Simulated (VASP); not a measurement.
# MgCd2Se3 (P6_3mc) in VASP: notebook

Aim: see how the results for MgCd2Se3 move with the level of theory and the settings. Levels: PBE, r2SCAN. Tasks: single point, relaxation of cell and atoms.

Program: VASP 6.6.1. These are calculated values, not measurements. Logs are shortened: lines on timing, memory, paths and dates and some standing lists are left out, and cuts for length are marked.

**1. The cell of the first run**

The structure is hexagonal, space group P6_3mc (No. 186). Conventional cell: a = 4.134 Å, b = 4.134 Å, c = 20.239 Å, α = 90.00°, β = 90.00°, γ = 120.00°. Within 3.3 Å of Mg (site symmetry 3m) lie 4 Se at 2.53 Å. Within 3.3 Å of Cd (site symmetry 3m) lie 4 Se at 2.53 Å. Within 3.3 Å of Cd (site symmetry 3m) lie 4 Se at 2.53 Å. Se (site symmetry 3m) has 4 Cd at 2.53 Å within 3.3 Å. Se (site symmetry 3m) has 1 Mg at 2.53 Å and 3 Cd at 2.53 Å within 3.3 Å. Se (site symmetry 3m) has 1 Cd at 2.53 Å and 3 Mg at 2.53 Å within 3.3 Å.

**2. Single point, PBE**

INCAR reads:

```
ALGO = Normal
EDIFF = 1E-7
ENCUT = 520
GGA = PE
ISIF = 2
ISMEAR = 0
LASPH = T
LCHARG = F
LREAL = F
LWAVE = F
NBANDS = 56
NELM = 80
PREC = Accurate
SIGMA = 0.1
```

KPOINTS reads:

```
k-points
0
Gamma
  6 6 1
```

POSCAR reads:

```
MgCd2Se3
1.0
    4.1338503400      0.0000000000      0.0000000000
   -2.0669251700      3.5800194100      0.0000000000
    0.0000000000      0.0000000000     20.2394698900
Mg Cd Se
2 4 6
Direct
    0.6666666700      0.3333333300      0.3333333300
    0.3333333300      0.6666666700      0.8333333300
    0.6666666700      0.3333333300      0.0000000000
    0.6666666700      0.3333333300      0.6666666700
    0.3333333300      0.6666666700      0.1666666700
    0.3333333300      0.6666666700      0.5000000000
    0.6666666700      0.3333333300      0.1250000000
    0.6666666700      0.3333333300      0.4583333300
    0.6666666700      0.3333333300      0.7916666700
    0.3333333300      0.6666666700      0.2916666700
    0.3333333300      0.6666666700      0.6250000000
    0.3333333300      0.6666666700      0.9583333300
```

Potentials or basis: VASP PAW PBE potentials, release 64 (Mg, Cd, Se).

Started as:

```sh
$ cat potpaw_PBE.64/Mg/POTCAR potpaw_PBE.64/Cd/POTCAR potpaw_PBE.64/Se/POTCAR > POTCAR
$ mpirun -np 1 vasp_std > vasp.out
```

OUTCAR:

```text
EDIFF = 1E-7
   ENCUT = 520
   GGA = PE
   ISIF = 2
   ISMEAR = 0
   LASPH = T
   LREAL = F
   NELM = 80
   PREC = Accurate

 ion  position               nearest neighbor table
   1  0.667  0.333  0.333-   8 2.53  10 2.53  10 2.53  10 2.53
   2  0.333  0.667  0.833-  12 2.53   9 2.53   9 2.53   9 2.53
   3  0.667  0.333  0.000-   7 2.53  12 2.53  12 2.53  12 2.53
   4  0.667  0.333  0.667-   9 2.53  11 2.53  11 2.53  11 2.53
   5  0.333  0.667  0.167-  10 2.53   7 2.53   7 2.53   7 2.53
   6  0.333  0.667  0.500-  11 2.53   8 2.53   8 2.53   8 2.53
   7  0.667  0.333  0.125-   3 2.53   5 2.53   5 2.53   5 2.53
   8  0.667  0.333  0.458-   1 2.53   6 2.53   6 2.53   6 2.53
   9  0.667  0.333  0.792-   4 2.53   2 2.53   2 2.53   2 2.53
  10  0.333  0.667  0.292-   5 2.53   1 2.53   1 2.53   1 2.53
  11  0.333  0.667  0.625-   6 2.53   4 2.53   4 2.53   4 2.53
  12  0.333  0.667  0.958-   2 2.53   3 2.53   3 2.53   3 2.53

  LATTYP: Found a hexagonal cell.
 ALAT       =     4.1338503400
 C/A-ratio  =     4.8960335342

  Lattice vectors:

 A1 = (   4.1338503400,   0.0000000000,   0.0000000000)
 A2 = (  -2.0669251700,   3.5800194100,   0.0000000000)
 A3 = (   0.0000000000,   0.0000000000,  20.2394698900)

Analysis of symmetry for initial positions (statically):
=====================================================================
 Subroutine PRICEL returns:
 Original cell was already a primitive cell.

 Routine SETGRP: Setting up the symmetry group for a
 hexagonal supercell.

 Subroutine GETGRP returns: Found 12 space group operations
 (whereof  6 operations were pure point group operations)
 out of a pool of 24 trial point group operations.

The static configuration has the point symmetry C_3v.
 The point group associated with its full space group is C_6v.

Analysis of symmetry for dynamics (positions and initial velocities):
=====================================================================
 Subroutine PRICEL returns:
 Original cell was already a primitive cell.

 Routine SETGRP: Setting up the symmetry group for a
 hexagonal supercell.

 Subroutine GETGRP returns: Found 12 space group operations
 (whereof  6 operations were pure point group operations)
 out of a pool of 24 trial point group operations.

The dynamic configuration has the point symmetry C_3v.
 The point group associated with its full space group is C_6v.

[... 110 lines left out ...]
   PSTRESS=    0.0 pullay stress
   NELECT =      88.0000    total number of electrons
   NUPDOWN=      -1.0000    fix difference up-down
   EMIN   =  10.00;   EMAX   =-10.00  energy-range for DOS
   EFERMI =   0.00;   METHOD = LEGACY
   ISMEAR =     0;   SIGMA  =   0.10  broadening in eV -4-tet -1-fermi 0-gaus
   EFERMI_NEDOS =   21; number of points for ismear=-14 and -15
   IALGO  =     38    algorithm
   IMIX   =      4    mixing-type and parameters
     AMIX     =   0.40;   BMIX     =  1.00
     AMIX_MAG =   1.60;   BMIX_MAG =  1.00
  volume/ion in A,a.u.               =      24.96       168.44
  Fermi-wavevector in a.u.,A,eV,Ry     =   1.088318  2.056624 16.115243  1.184437
  Thomas-Fermi vector in A             =   2.224497
   LORBIT       =      0    0 simple, 1 ext, 2 COOP (PROOUT), +10 PAW based schemes
   GGA     = PE    functional components
   LHFCALC =     F    Hartree Fock is set to
   AEXX    =    0.0000 exact exchange contribution
   IVDW    =     0    specifies the selected vdW correction
   LEPSILON=     F    determine dielectric tensor
   LRPA    =     F    only Hartree local field effects (RPA)
 non-spin polarized calculation
 Gauss-broadening in eV      SIGMA  =   0.10
  energy-cutoff  :      520.00
  volume of cell :      299.53
 maximum number of plane-waves:      8133
 NGX is ok and might be reduce to    32
   NGX = 15   NGY = 15   NGZ = 75

 number of electron      87.9999995 magnetization

 Free energy of the ion-electron system (eV)
  ---------------------------------------------------
  ext. energy  EPLUGINS =         0.00000000
  ---------------------------------------------------
  free energy    TOTEN  =       -35.63566246 eV

  energy without entropy =      -35.63566246  energy(sigma->0) =      -35.63566246

 E-fermi :   2.2204     XC(G=0):  -9.0809

 val. band max:        1.7910387298   @ k =   0.0000   0.0000   0.0000
 cond. band min:       3.1697135809   @ k =   0.0000   0.0000   0.0000
 fundamental gap:      1.3786748511
 Fermi energy:         2.2203733649

 k-point     1 :       0.0000    0.0000    0.0000
  band No.  band energies     occupation
      1     -11.2584      2.00000
      2     -11.2124      2.00000
      3     -11.0019      2.00000
      4     -10.9190      2.00000
      5     -10.5868      2.00000
      6     -10.5512      2.00000
[... 402 lines left out ...]
     55       8.5626      0.00000
     56       8.5672      0.00000

------------------------ aborting loop because EDIFF is reached ----------------------------------------

  FORCE on cell =-STRESS in cart. coord.  units (eV):
  Direction    XX          YY          ZZ          XY          YZ          ZX
  --------------------------------------------------------------------------------------
  -------------------------------------------------------------------------------------
  Total       17.7661201     17.7661201     18.1186253      0.0000000      0.0000000     -0.0000000
  in kB       95.0306962     95.0306962     96.9162410      0.0000000      0.0000000     -0.0000000
  external PRESSURE =      95.6592111 kB  Pullay stress =       0.0000000 kB

 VOLUME and BASIS-vectors are now :
 -----------------------------------------------------------------------------
  energy-cutoff  :      520.00
  volume of cell :      299.53
      direct lattice vectors                 reciprocal lattice vectors
     4.133850340  0.000000000  0.000000000     0.241905226  0.139664047  0.000000000
    -2.066925170  3.580019410  0.000000000     0.000000000  0.279328094  0.000000000
     0.000000000  0.000000000 20.239469890     0.000000000  0.000000000  0.049408409

 POSITION                                       TOTAL-FORCE (eV/Angst)
 -----------------------------------------------------------------------------------
      2.06693      1.19334      6.74649        -0.000000      0.000000     -0.072207
     -0.00000      2.38668     16.86622        -0.000000      0.000000     -0.072207
      2.06693      1.19334      0.00000         0.000000      0.000000     -0.031136
      2.06693      1.19334     13.49298        -0.000000      0.000000      0.019001
     -0.00000      2.38668      3.37325         0.000000      0.000000      0.019001
     -0.00000      2.38668     10.11973         0.000000      0.000000     -0.031136
      2.06693      1.19334      2.52993        -0.000000      0.000000      0.010371
      2.06693      1.19334      9.27642        -0.000000      0.000000     -0.730786
      2.06693      1.19334     16.02291         0.000000     -0.000000      0.804757
     -0.00000      2.38668      5.90318        -0.000000      0.000000      0.804757
     -0.00000      2.38668     12.64967        -0.000000     -0.000000      0.010371
     -0.00000      2.38668     19.39616        -0.000000      0.000000     -0.730786
 -----------------------------------------------------------------------------------
    total drift:                               -0.000032      0.000018      0.000461

  FREE ENERGIE OF THE ION-ELECTRON SYSTEM (eV)
  ---------------------------------------------------
  free  energy   TOTEN  =       -35.6356624623 eV

  energy  without entropy=      -35.6356624622  energy(sigma->0) =      -35.63566246
```

OSZICAR:

```text
N       E                     dE             d eps       ncg     rms          rms(c)
DAV:   1     0.586124228753E+03    0.58612E+03   -0.40310E+04   784   0.140E+03
DAV:   2     0.341379848171E+01   -0.58271E+03   -0.56532E+03   896   0.321E+02
DAV:   3    -0.373483607801E+02   -0.40762E+02   -0.40529E+02   904   0.828E+01
DAV:   4    -0.379022326700E+02   -0.55387E+00   -0.55305E+00   912   0.937E+00
DAV:   5    -0.379080306614E+02   -0.57980E-02   -0.57968E-02   928   0.900E-01    0.167E+01
DAV:   6    -0.357807171433E+02    0.21273E+01   -0.42159E+00   976   0.139E+01    0.127E+01
DAV:   7    -0.357291435796E+02    0.51574E-01   -0.36365E+00   904   0.686E+00    0.240E+00
DAV:   8    -0.356332361434E+02    0.95907E-01   -0.65074E-01   848   0.515E+00    0.121E+00
DAV:   9    -0.356347214051E+02   -0.14853E-02   -0.73338E-02   888   0.163E+00    0.458E-01
DAV:  10    -0.356352321218E+02   -0.51072E-03   -0.52562E-03   904   0.555E-01    0.151E-01
DAV:  11    -0.356353792918E+02   -0.14717E-03   -0.44401E-04   928   0.117E-01    0.557E-02
DAV:  12    -0.356356436936E+02   -0.26440E-03   -0.39474E-04   872   0.696E-02    0.360E-02
DAV:  13    -0.356356557773E+02   -0.12084E-04   -0.64849E-05   944   0.428E-02    0.115E-02
DAV:  14    -0.356356603695E+02   -0.45922E-05   -0.11529E-05   888   0.122E-02    0.734E-03
DAV:  15    -0.356356619716E+02   -0.16020E-05   -0.31696E-06   888   0.795E-03    0.227E-03
DAV:  16    -0.356356623745E+02   -0.40293E-06   -0.89838E-07   840   0.365E-03    0.118E-03
DAV:  17    -0.356356624623E+02   -0.87790E-07   -0.13875E-07   712   0.142E-03
   1 F= -.35635662E+02 E0= -.35635662E+02  d E =-.310198E-10
```

stdout:

```text
POSCAR found type information on POSCAR MgCdSe
 POSCAR found :  3 types and      12 ions
 scaLAPACK will be used
 LDA part: xc-table for (Slater+PW92), standard interpolation
 POSCAR, INCAR and KPOINTS ok, starting setup
 FFT: planning ... GRIDC
 FFT: planning ... GRID_SOFT
 FFT: planning ... GRID
 WAVECAR not read
 entering main loop
```

Wall time 2.5 min (1 thread of Intel Xeon Platinum 8488C (Sapphire Rapids), shared host); peak memory 0.47 GiB.

Results:

* Free energy: -35.6357 eV
* Pressure: 9.6 GPa
* Largest force: 0.805 eV/Å
* Band gap on the k mesh: 1.38 eV, direct

Forces on the atoms (eV/Å):
```
Mg   0.000  0.000 -0.072
Mg   0.000  0.000 -0.072
Cd   0.000  0.000 -0.031
Cd   0.000  0.000  0.019
Cd   0.000  0.000  0.019
Cd   0.000  0.000 -0.031
Se   0.000  0.000  0.010
Se   0.000  0.000 -0.731
Se   0.000  0.000  0.805
Se   0.000  0.000  0.805
Se   0.000  0.000  0.010
Se   0.000  0.000 -0.731
```

Stress tensor (GPa, compression positive):
```
9.50 0.00 0.00
0.00 9.50 0.00
0.00 0.00 9.69
```

**3. Single point, PBE**

This run uses another cell than the first one, of 28.86 Å³/atom, 1.156 times its volume.

INCAR reads:

```
SYSTEM = MgCd2Se3
  ALGO = Normal
  EDIFF = 1E-6
  ENCUT = 520
  GGA = PE
  ISIF = 2
  ISMEAR = 0
  LASPH = .True.
  LCHARG = .False.
  LREAL = .False.
  LWAVE = .False.
  NBANDS = 56
  NELM = 100
  PREC = Accurate
  SIGMA = 0.1
```

KPOINTS reads:

```
k-points
0
Gamma
  6 6 1
  0 0 0
```

POSCAR reads:

```
MgCd2Se3
1.0
    4.3457266591      0.0000000000      0.0000000000
   -2.1728633295      3.7635096847      0.0000000000
    0.0000000000      0.0000000000     21.1768804252
Mg Cd Se
2 4 6
Direct
    0.6666666667      0.3333333333      0.3320643322
    0.3333333333      0.6666666667      0.8320643322
    0.6666666667      0.3333333333     -0.0014727779
    0.6666666667      0.3333333333      0.6685892559
    0.3333333333      0.6666666667      0.1685892559
    0.3333333333      0.6666666667      0.4985272221
    0.6666666667      0.3333333333      0.1252681541
    0.6666666667      0.3333333333      0.4550976755
    0.6666666667      0.3333333333      0.7954533602
    0.3333333333      0.6666666667      0.2954533602
    0.3333333333      0.6666666667      0.6252681541
    0.3333333333      0.6666666667      0.9550976755
```

Potentials or basis: VASP PAW PBE potentials, release 64 (Mg, Cd, Se).

Started as:

```sh
$ cat potpaw_PBE.64/Mg/POTCAR potpaw_PBE.64/Cd/POTCAR potpaw_PBE.64/Se/POTCAR > POTCAR
$ mpirun -np 1 vasp_std > vasp.out
```

OUTCAR:

```text
SYSTEM = MgCd2Se3
   EDIFF = 1E-6
   ENCUT = 520
   GGA = PE
   ISIF = 2
   ISMEAR = 0
   LASPH = .True.
   LREAL = .False.
   NELM = 100
   PREC = Accurate

 ion  position               nearest neighbor table
   1  0.667  0.333  0.332-   8 2.61  10 2.63  10 2.63  10 2.63
   2  0.333  0.667  0.832-  12 2.61   9 2.63   9 2.63   9 2.63
   3  0.667  0.333  0.999-  12 2.67  12 2.67  12 2.67   7 2.68
   4  0.667  0.333  0.669-  11 2.67  11 2.67  11 2.67   9 2.69
   5  0.333  0.667  0.169-   7 2.67   7 2.67   7 2.67  10 2.69
   6  0.333  0.667  0.499-   8 2.67   8 2.67   8 2.67  11 2.68
   7  0.667  0.333  0.125-   5 2.67   5 2.67   5 2.67   3 2.68
   8  0.667  0.333  0.455-   1 2.61   6 2.67   6 2.67   6 2.67
   9  0.667  0.333  0.795-   2 2.63   2 2.63   2 2.63   4 2.69
  10  0.333  0.667  0.295-   1 2.63   1 2.63   1 2.63   5 2.69
  11  0.333  0.667  0.625-   4 2.67   4 2.67   4 2.67   6 2.68
  12  0.333  0.667  0.955-   2 2.61   3 2.67   3 2.67   3 2.67

  LATTYP: Found a hexagonal cell.
 ALAT       =     4.3457266591
 C/A-ratio  =     4.8730355327

  Lattice vectors:

 A1 = (   4.3457266591,   0.0000000000,   0.0000000000)
[... 600 lines left out ...]

------------------------ aborting loop because EDIFF is reached ----------------------------------------

  FORCE on cell =-STRESS in cart. coord.  units (eV):
  Direction    XX          YY          ZZ          XY          YZ          ZX
  --------------------------------------------------------------------------------------
  -------------------------------------------------------------------------------------
  Total        0.1527979      0.1527979      0.2799290      0.0000000      0.0000000      0.0000000
  in kB        0.7068230      0.7068230      1.2949144      0.0000000      0.0000000      0.0000000
  external PRESSURE =       0.9028535 kB  Pullay stress =       0.0000000 kB

 VOLUME and BASIS-vectors are now :
 -----------------------------------------------------------------------------
  energy-cutoff  :      520.00
  volume of cell :      346.35
      direct lattice vectors                 reciprocal lattice vectors
     4.345726659  0.000000000  0.000000000     0.230111113  0.132854713  0.000000000
    -2.172863330  3.763509685  0.000000000     0.000000000  0.265709427  0.000000000
     0.000000000  0.000000000 21.176880425     0.000000000  0.000000000  0.047221308

 POSITION                                       TOTAL-FORCE (eV/Angst)
 -----------------------------------------------------------------------------------
      2.17286      1.25450      7.03209         0.000000      0.000000     -0.023917
     -0.00000      2.50901     17.62053        -0.000000      0.000000     -0.023917
      2.17286      1.25450     21.14569        -0.000000      0.000000     -0.000716
      2.17286      1.25450     14.15863         0.000000     -0.000000      0.019829
     -0.00000      2.50901      3.57019        -0.000000      0.000000      0.019829
     -0.00000      2.50901     10.55725         0.000000      0.000000     -0.000716
      2.17286      1.25450      2.65279        -0.000000      0.000000     -0.004943
      2.17286      1.25450      9.63755         0.000000      0.000000     -0.039522
      2.17286      1.25450     16.84522        -0.000000      0.000000      0.049269
     -0.00000      2.50901      6.25678         0.000000     -0.000000      0.049269
     -0.00000      2.50901     13.24123         0.000000      0.000000     -0.004943
     -0.00000      2.50901     20.22599        -0.000000     -0.000000     -0.039522
 -----------------------------------------------------------------------------------
    total drift:                               -0.000001     -0.000000     -0.002423

  FREE ENERGIE OF THE ION-ELECTRON SYSTEM (eV)
  ---------------------------------------------------
  free  energy   TOTEN  =       -36.9814546306 eV

  energy  without entropy=      -36.9814546306  energy(sigma->0) =      -36.98145463
```

stdout:

```text
POSCAR found type information on POSCAR MgCdSe
 POSCAR found :  3 types and      12 ions
 scaLAPACK will be used
 LDA part: xc-table for (Slater+PW92), standard interpolation
 POSCAR, INCAR and KPOINTS ok, starting setup
 FFT: planning ... GRIDC
 FFT: planning ... GRID_SOFT
 FFT: planning ... GRID
 WAVECAR not read
 entering main loop
```

Run time: 2.1 min. Hardware: 1 thread of Intel Xeon Platinum 8488C (Sapphire Rapids), shared host; peak memory 0.43 GiB.

What came out:

| Item | Value |
| --- | --- |
| Free energy | -36.9815 eV |
| Pressure | 0.1 GPa |
| Largest force | 0.049 eV/Å |
| Band gap on the k mesh | 1.01 eV, direct |

Forces on the atoms (eV/Å):
```
Mg   0.000  0.000 -0.024
Mg   0.000  0.000 -0.024
Cd   0.000  0.000 -0.001
Cd   0.000  0.000  0.020
Cd   0.000  0.000  0.020
Cd   0.000  0.000 -0.001
Se   0.000  0.000 -0.005
Se   0.000  0.000 -0.040
Se   0.000  0.000  0.049
Se   0.000  0.000  0.049
Se   0.000  0.000 -0.005
Se   0.000  0.000 -0.040
```

[end of part 1 of 2]
